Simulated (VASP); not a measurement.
# Cu in VASP: a series of runs

Cu is run at these levels: r2SCAN; tasks: single point, relaxation of cell and atoms.

Program: VASP 6.6.1. These are calculated values, not measurements. Logs are shortened: lines on timing, memory, paths and dates and some standing lists are left out, and cuts for length are marked.

### 1 The cell of the first run

The structure is cubic, space group Fm-3m (No. 225). The conventional cell has a = 3.464 Å, b = 3.464 Å, c = 3.464 Å, α = 90.00°, β = 90.00°, γ = 90.00°. Cu (site symmetry m-3m) has 12 Cu at 2.45 Å within 3.2 Å.

### 2 Single point, r2SCAN

File POSCAR:

```
Cu
1.0
    0.0000000000      1.7318651266      1.7318651266
    1.7318651266      0.0000000000      1.7318651266
    1.7318651266      1.7318651266      0.0000000000
Cu
1
Direct
    0.0000000000      0.0000000000      0.0000000000
```

File INCAR.step1:

```
PREC = Accurate ; ENCUT = 900
ISMEAR = 0 ; SIGMA = 0.1
LREAL = F ; LASPH = T
NELM = 120 ; NBANDS = 16
GGA = PE ; ALGO = Normal
EDIFF = 1E-5 ; LWAVE = T
LCHARG = F ; GGA_COMPAT = F
```

File INCAR.step2:

```
PREC = Accurate ; ENCUT = 900
EDIFF = 1E-6 ; ISMEAR = 0
SIGMA = 0.1 ; LREAL = F
LASPH = T ; NELM = 120
ALGO = Normal ; ISIF = 2
LWAVE = F ; LCHARG = T
METAGGA = R2SCAN ; LMIXTAU = T
LELF = T ; LVHAR = T
NBANDS = 16 ; ISTART = 1
GGA_COMPAT = F
```

File KPOINTS:

```
Automatic mesh
0
Gamma
  20 20 20
```

Potentials or basis: VASP PAW PBE potentials, release 64 (Cu_sv_GW).

Run with:

```bash
cat potpaw_PBE.64/Cu_sv_GW/POTCAR > POTCAR
cp INCAR.step1 INCAR
mpirun -np 1 vasp_std > vasp.out
cp INCAR.step2 INCAR
mpirun -np 1 vasp_std > vasp.out
```

OUTCAR:

```text
PREC = Accurate
   ENCUT = 900
   EDIFF = 1E-6
   ISMEAR = 0
   LREAL = F
   LASPH = T
   NELM = 120
   ISIF = 2
   METAGGA = R2SCAN
   ISTART = 1

 ion  position               nearest neighbor table
   1  0.000  0.000  0.000-

  LATTYP: Found a face centered cubic cell.
 ALAT       =     3.4637302532

  Lattice vectors:

 A1 = (   0.0000000000,   1.7318651266,   1.7318651266)
 A2 = (   1.7318651266,   0.0000000000,   1.7318651266)
 A3 = (   1.7318651266,   1.7318651266,   0.0000000000)

Analysis of symmetry for initial positions (statically):
=====================================================================
 Subroutine PRICEL returns:
 Original cell was already a primitive cell.

 Routine SETGRP: Setting up the symmetry group for a
 face centered cubic supercell.

 Subroutine GETGRP returns: Found 48 space group operations
 (whereof 48 operations were pure point group operations)
 out of a pool of 48 trial point group operations.

The static configuration has the point symmetry O_h .

Analysis of symmetry for dynamics (positions and initial velocities):
=====================================================================
 Subroutine PRICEL returns:
 Original cell was already a primitive cell.

 Routine SETGRP: Setting up the symmetry group for a
 face centered cubic supercell.

 Subroutine GETGRP returns: Found 48 space group operations
 (whereof 48 operations were pure point group operations)
 out of a pool of 48 trial point group operations.

The dynamic configuration has the point symmetry O_h .

 Subroutine INISYM returns: Found 48 space group operations
 (whereof 48 operations are pure point group operations),
 and found     1 'primitive' translations

----------------------------------------------------------------------------------------

                                     Primitive cell

  volume of cell :      10.3890

  direct lattice vectors                    reciprocal lattice vectors
     0.000000000  1.731865127  1.731865127    -0.288706085  0.288706085  0.288706085
     1.731865127  0.000000000  1.731865127     0.288706085 -0.288706085  0.288706085
     1.731865127  1.731865127  0.000000000     0.288706085  0.288706085 -0.288706085

  length of vectors
     2.449227150  2.449227150  2.449227150     0.500053607  0.500053607  0.500053607

  position of ions in fractional coordinates (direct lattice)
[... 73 lines left out ...]
   LSORBIT =      F    spin-orbit coupling
   LASPH  =      T    aspherical Exc in radial PAW
   ENCUT  =  900.0 eV  66.15 Ry    8.13 a.u.   5.99  5.99  5.99*2*pi/ulx,y,z
   NELM   =    120;   NELMIN=  2; NELMDL=  0     # of ELM steps
   EDIFF  = 0.1E-05   stopping-criterion for ELM
   LREAL  =      F    real-space projection
   EDIFFG = 0.1E-04   stopping-criterion for IOM
   NSW    =      0    number of steps for IOM
   IBRION =     -1    ionic relax: 0-MD 1-quasi-New 2-CG
   NFREE  =      0    steps in history (QN), initial steepest desc. (CG)
   ISIF   =      2    stress and relaxation
   ISYM   =      2    0-nonsym 1-usesym 2-fastsym
   POTIM  = 0.5000    time-step for ionic-motion
   TEBEG  =    0.0;   TEEND  =   0.0 temperature during run
   PSTRESS=    0.0 pullay stress
   NELECT =      19.0000    total number of electrons
   NUPDOWN=      -1.0000    fix difference up-down
   EMIN   =  10.00;   EMAX   =-10.00  energy-range for DOS
   EFERMI =   0.00;   METHOD = LEGACY
   ISMEAR =     0;   SIGMA  =   0.10  broadening in eV -4-tet -1-fermi 0-gaus
   EFERMI_NEDOS =   21; number of points for ismear=-14 and -15
   IALGO  =     38    algorithm
   IMIX   =      4    mixing-type and parameters
     AMIX     =   0.40;   BMIX     =  1.00
     AMIX_MAG =   1.60;   BMIX_MAG =  1.00
  volume/ion in A,a.u.               =      10.39        70.11
  Fermi-wavevector in a.u.,A,eV,Ry     =   2.002021  3.783271 54.533350  4.008088
  Thomas-Fermi vector in A             =   3.017090
   LORBIT       =      0    0 simple, 1 ext, 2 COOP (PROOUT), +10 PAW based schemes
   METAGGA = R2SCAN    functional components
   LHFCALC =     F    Hartree Fock is set to
   AEXX    =    0.0000 exact exchange contribution
   IVDW    =     0    specifies the selected vdW correction
   LEPSILON=     F    determine dielectric tensor
   LRPA    =     F    only Hartree local field effects (RPA)
 non-spin polarized calculation
 Gauss-broadening in eV      SIGMA  =   0.10
  energy-cutoff  :      900.00
  volume of cell :       10.39
 maximum number of plane-waves:       650
   NGX = 11   NGY = 11   NGZ = 11

 number of electron      19.0000005 magnetization

 Free energy of the ion-electron system (eV)
  ---------------------------------------------------
  ext. energy  EPLUGINS =         0.00000000
  ---------------------------------------------------
  free energy    TOTEN  =       -10.85514288 eV

  energy without entropy =      -10.85399457  energy(sigma->0) =      -10.85456873

 E-fermi :   9.0354     XC(G=0): -15.4359

 val. band max:        9.0066291761   @ k =   0.5000   0.3000   0.1500
 cond. band min:       9.0666023969   @ k =   0.5000   0.2500   0.1000
 fundamental gap:      0.0599732208
 Fermi energy:         9.0353640372

 k-point     1 :       0.0000    0.0000    0.0000
  band No.  band energies     occupation
      1    -107.7498      2.00000
      2     -63.4810      2.00000
      3     -63.4810      2.00000
      4     -63.4810      2.00000
      5      -1.7163      2.00000
      6       5.5110      2.00000
[... 433 lines left out ...]
      3     -63.5077      2.00000
      4     -63.5018      2.00000
      5       2.5252      2.00000
      6       5.5225      2.00000
[... 8 lines left out ...]
     15      37.4548      0.00000
     16      39.5014      0.00000

 [... further k-points ...]

------------------------ aborting loop because EDIFF is reached ----------------------------------------

  FORCE on cell =-STRESS in cart. coord.  units (eV):
  Direction    XX          YY          ZZ          XY          YZ          ZX
  --------------------------------------------------------------------------------------
  -------------------------------------------------------------------------------------
  Total        1.2084162      1.2084162      1.2084162     -0.0000000     -0.0000000      0.0000000
  in kB      186.3609484    186.3609484    186.3609484     -0.0000000     -0.0000000      0.0000000
  external PRESSURE =     186.3609484 kB  Pullay stress =       0.0000000 kB

 VOLUME and BASIS-vectors are now :
 -----------------------------------------------------------------------------
  energy-cutoff  :      900.00
  volume of cell :       10.39
      direct lattice vectors                 reciprocal lattice vectors
     0.000000000  1.731865127  1.731865127    -0.288706085  0.288706085  0.288706085
     1.731865127  0.000000000  1.731865127     0.288706085 -0.288706085  0.288706085
     1.731865127  1.731865127  0.000000000     0.288706085  0.288706085 -0.288706085

 POSITION                                       TOTAL-FORCE (eV/Angst)
 -----------------------------------------------------------------------------------
      0.00000      0.00000      0.00000        -0.000000      0.000000      0.000000
 -----------------------------------------------------------------------------------
    total drift:                               -0.000000      0.000000      0.000000

  FREE ENERGIE OF THE ION-ELECTRON SYSTEM (eV)
  ---------------------------------------------------
  free  energy   TOTEN  =       -10.8551428837 eV

  energy  without entropy=      -10.8539945704  energy(sigma->0) =      -10.85456873
```

OSZICAR.step1:

```text
N       E                     dE             d eps       ncg     rms          rms(c)
DAV:   1     0.264372240937E+03    0.26437E+03   -0.15623E+04 10456   0.546E+03
DAV:   2     0.642597692123E+01   -0.25795E+03   -0.24489E+03 12104   0.999E+02
DAV:   3    -0.436709013723E+01   -0.10793E+02   -0.10762E+02 11280   0.212E+02
DAV:   4    -0.452092211470E+01   -0.15383E+00   -0.15381E+00 11360   0.172E+01
DAV:   5    -0.452985261755E+01   -0.89305E-02   -0.89305E-02 11696   0.426E+00    0.874E+00
DAV:   6    -0.413726010982E+01    0.39259E+00   -0.49800E+00 10488   0.188E+02    0.494E+00
DAV:   7    -0.369879081550E+01    0.43847E+00   -0.15036E+00  9128   0.989E+01    0.205E+00
DAV:   8    -0.368002035776E+01    0.18770E-01   -0.24172E-02 13504   0.472E+00    0.239E-01
DAV:   9    -0.368002846740E+01   -0.81096E-05   -0.10984E-03 13104   0.223E+00    0.831E-02
DAV:  10    -0.367997327391E+01    0.55193E-04   -0.82256E-05 13256   0.694E-01    0.551E-03
DAV:  11    -0.367997308958E+01    0.18432E-06   -0.38235E-07  5520   0.162E-02
   1 F= -.36799731E+01 E0= -.36793528E+01  d E =-.124055E-02
```

Run time: 3.1 min. Hardware: 1 thread of AMD EPYC 9R45 (Zen 5), shared host; peak memory 0.21 GiB.

Results:

* Free energy: -10.8551 eV
* Pressure: 18.6 GPa
* Band gap on the k mesh: zero (an odd number of electrons rules out a gap without spin polarisation)

Levels at points of the mesh, in eV from the Fermi level:
| k point | band 8 | band 9 | band 10 | band 11 | band 12 | band 13 |
| --- | --- | --- | --- | --- | --- | --- |
| (0.00, 0.00, 0.00) | -3.52 | -2.52 | -2.52 | 24.46 | 28.49 | 28.49 |
| (0.50, 0.00, 0.00) | -1.80 | -1.80 | -1.52 | 4.70 | 22.89 | 25.22 |
| (0.50, 0.50, 0.00) | -1.61 | -1.61 | 1.41 | 8.40 | 14.77 | 14.77 |

Caveat: the cell stands under pressure; the PAW data sets were made with another functional, which shifts forces and pressure a little.

### 3 Single point, r2SCAN (biaxial strain in the a-b plane: -6.0 %)

File POSCAR:

```
Cu
1.0
    1.6810312496      1.6810312496      0.0000000000
   -1.6810312496      1.6810312496      0.0000000000
    0.0000000000      0.0000000000      3.7054220736
Cu
2
Direct
    0.0000000000      0.0000000000      0.0000000000
    0.5000000000      0.5000000000      0.5000000000
```

File INCAR.step1:

```
SYSTEM = Cu
  PREC = Accurate
  ENCUT = 520
  ISMEAR = 0
  SIGMA = 0.1
  LREAL = .False.
  LASPH = .True.
  NELM = 100
  NBANDS = 18
  GGA = PE
  ALGO = Normal
  EDIFF = 1E-4
  LWAVE = .True.
  LCHARG = .False.
```

File INCAR.step2:

```
SYSTEM = Cu
  PREC = Accurate
  ENCUT = 520
  EDIFF = 1E-6
  ISMEAR = 0
  SIGMA = 0.1
  LREAL = .False.
  LASPH = .True.
  NELM = 100
  ALGO = Normal
  ISIF = 2
  LWAVE = .False.
  LCHARG = .False.
  METAGGA = R2SCAN
  LMIXTAU = .True.
  NBANDS = 18
  ISTART = 1
```

File KPOINTS:

```
Automatic mesh
0
Gamma
  20 20 14
  0 0 0
```

Potentials or basis: VASP PAW PBE potentials, release 64 (Cu).

Run with:

```bash
cat potpaw_PBE.64/Cu/POTCAR > POTCAR
cp INCAR.step1 INCAR
mpirun -np 1 vasp_std > vasp.out
cp INCAR.step2 INCAR
mpirun -np 1 vasp_std > vasp.out
```

Run time: 4.9 min. Hardware: 1 thread of Intel Xeon 6975P-C (Granite Rapids), shared host; peak memory 0.26 GiB.

The run converged. Its results:

```yaml
Free_energy: -21.5031 eV
Pressure: 19.3 GPa
Band_gap_on_the_k_mesh: zero (bands 11 and 12 overlap by 9.21 eV)
```

Stress tensor (GPa, compression positive):
```
22.71  0.00  0.00
 0.00 22.71  0.00
 0.00  0.00 12.46
```

Levels at points of the mesh, in eV from the Fermi level:
| k point | band 9 | band 10 | band 11 | band 12 | band 13 | band 14 |
| --- | --- | --- | --- | --- | --- | --- |
| (0.00, 0.00, 0.00) | -1.89 | -1.74 | -1.74 | -0.01 | 6.54 | 16.53 |
| (0.50, 0.00, 0.00) | -2.45 | -2.45 | 0.02 | 0.02 | 9.97 | 9.97 |
| (0.50, 0.50, 0.00) | -1.48 | -1.48 | 2.33 | 2.33 | 9.22 | 9.22 |
| (0.00, 0.00, 0.50) | -2.63 | -2.63 | -2.11 | -2.11 | 17.44 | 17.44 |
| (0.50, 0.00, 0.50) | -1.79 | -1.79 | -1.42 | -1.42 | 4.66 | 4.66 |
| (0.50, 0.50, 0.50) | -1.48 | -1.48 | 7.10 | 7.10 | 7.10 | 7.10 |

Caveat: the cell differs from its parent crystal (biaxial strain in the a-b plane: -6.0 %); the stress differs along the axes, from 12 to 23 GPa; the PAW data sets were made with another functional, which shifts forces and pressure a little.

### 4 Single point, r2SCAN (biaxial strain in the a-b plane: -4.0 %)

File POSCAR:

```
Cu
1.0
    1.7167978719      1.7167978719      0.0000000000
   -1.7167978719      1.7167978719      0.0000000000
    0.0000000000      0.0000000000      3.6625021268
Cu
2
Direct
    0.0000000000      0.0000000000      0.0000000000
    0.5000000000      0.5000000000      0.5000000000
```

File INCAR.step1:

```
SYSTEM = Cu
PREC = Accurate
ENCUT = 520
ISMEAR = 0
SIGMA = 0.1
LREAL = .False.
LASPH = .True.
NELM = 60
NBANDS = 18
GGA = PE
ALGO = Normal
EDIFF = 1E-4
LWAVE = .True.
LCHARG = .False.
```

File INCAR.step2:

```
SYSTEM = Cu
PREC = Accurate
ENCUT = 520
EDIFF = 1E-7
ISMEAR = 0
SIGMA = 0.1
LREAL = .False.
LASPH = .True.
NELM = 60
ALGO = Normal
ISIF = 2
LWAVE = .False.
LCHARG = .False.
METAGGA = R2SCAN
LMIXTAU = .True.
NBANDS = 18
ISTART = 1
```

File KPOINTS:

```
regular mesh
0
Gamma
  20 20 14
  0 0 0
```

Potentials or basis: VASP PAW PBE potentials, release 64 (Cu).

Run with:

```bash
cat potpaw_PBE.64/Cu/POTCAR > POTCAR
cp INCAR.step1 INCAR
mpirun -np 1 vasp_std > vasp.out
cp INCAR.step2 INCAR
mpirun -np 1 vasp_std > vasp.out
```

OUTCAR:

```text
SYSTEM = Cu
   PREC = Accurate
   ENCUT = 520
   EDIFF = 1E-7
   ISMEAR = 0
   LREAL = .False.
   LASPH = .True.
   NELM = 60
   ISIF = 2
   METAGGA = R2SCAN
   ISTART = 1

 ion  position               nearest neighbor table
   1  0.000  0.000  0.000-   2 2.51   2 2.51   2 2.51   2 2.51   2 2.51   2 2.51   2 2.51   2 2.51

   2  0.500  0.500  0.500-   1 2.51   1 2.51   1 2.51   1 2.51   1 2.51   1 2.51   1 2.51   1 2.51

  LATTYP: Found a simple tetragonal cell.
 ALAT       =     2.4279188343
 C/A-ratio  =     1.5084944666

  Lattice vectors:
[... 713 lines left out ...]

  FORCE on cell =-STRESS in cart. coord.  units (eV):
  Direction    XX          YY          ZZ          XY          YZ          ZX
  --------------------------------------------------------------------------------------
  -------------------------------------------------------------------------------------
  Total        1.8460466      1.8460466      1.0918754      0.0000000      0.0000000     -0.0000000
  in kB      136.9957296    136.9957296     81.0284374      0.0000000      0.0000000     -0.0000000
  external PRESSURE =     118.3399655 kB  Pullay stress =       0.0000000 kB

 VOLUME and BASIS-vectors are now :
 -----------------------------------------------------------------------------
  energy-cutoff  :      520.00
  volume of cell :       21.59
      direct lattice vectors                 reciprocal lattice vectors
     1.716797872  1.716797872  0.000000000     0.291239876  0.291239876  0.000000000
    -1.716797872  1.716797872  0.000000000    -0.291239876  0.291239876  0.000000000
     0.000000000  0.000000000  3.662502127     0.000000000  0.000000000  0.273037384

 POSITION                                       TOTAL-FORCE (eV/Angst)
 -----------------------------------------------------------------------------------
      0.00000      0.00000      0.00000        -0.000000      0.000000     -0.000000
      0.00000      1.71680      1.83125         0.000000     -0.000000      0.000000
 -----------------------------------------------------------------------------------
    total drift:                                0.000000     -0.000000     -0.000000

  FREE ENERGIE OF THE ION-ELECTRON SYSTEM (eV)
  ---------------------------------------------------
  free  energy   TOTEN  =       -21.5892687856 eV

  energy  without entropy=      -21.5857424002  energy(sigma->0) =      -21.58750559
```

It took 5.6 min on 1 thread of Intel Xeon 6975P-C (Granite Rapids), shared host; peak memory 0.27 GiB.

Results:

| Property | Result |
| --- | --- |
| Free energy | -21.5893 eV |
| Pressure | 11.8 GPa |
| Band gap on the k mesh | zero (bands 11 and 12 overlap by 9.01 eV) |

Levels at points of the mesh, in eV from the Fermi level:
| k point | band 7 | band 8 | band 9 | band 10 | band 11 | band 12 | band 13 | band 14 | band 15 | band 16 |
| --- | --- | --- | --- | --- | --- | --- | --- | --- | --- | --- |
| (0.00, 0.00, 0.00) | -2.71 | -2.34 | -1.86 | -1.69 | -1.69 | 0.51 | 6.90 | 15.64 | 15.64 | 20.05 |
| (0.50, 0.00, 0.00) | -2.86 | -2.86 | -2.42 | -2.42 | -0.10 | -0.10 | 10.07 | 10.07 | 11.33 | 11.33 |
| (0.50, 0.50, 0.00) | -1.79 | -1.79 | -1.53 | -1.53 | 2.05 | 2.05 | 8.68 | 8.68 | 13.96 | 13.96 |
| (0.00, 0.00, 0.50) | -2.60 | -2.60 | -2.60 | -2.60 | -2.10 | -2.10 | 18.10 | 18.10 | 19.72 | 19.72 |
| (0.50, 0.00, 0.50) | -1.91 | -1.91 | -1.78 | -1.78 | -1.33 | -1.33 | 4.46 | 4.46 | 21.61 | 21.61 |
| (0.50, 0.50, 0.50) | -2.58 | -2.58 | -1.53 | -1.53 | 6.91 | 6.91 | 6.91 | 6.91 | 9.43 | 9.43 |

Caveat: the cell differs from its parent crystal (biaxial strain in the a-b plane: -4.0 %); the stress differs along the axes, from 8 to 14 GPa; the PAW data sets were made with another functional, which shifts forces and pressure a little.

[end of part 1 of 2]

The gap in the log of VASP goes by the Fermi energy; the results here count the filled bands.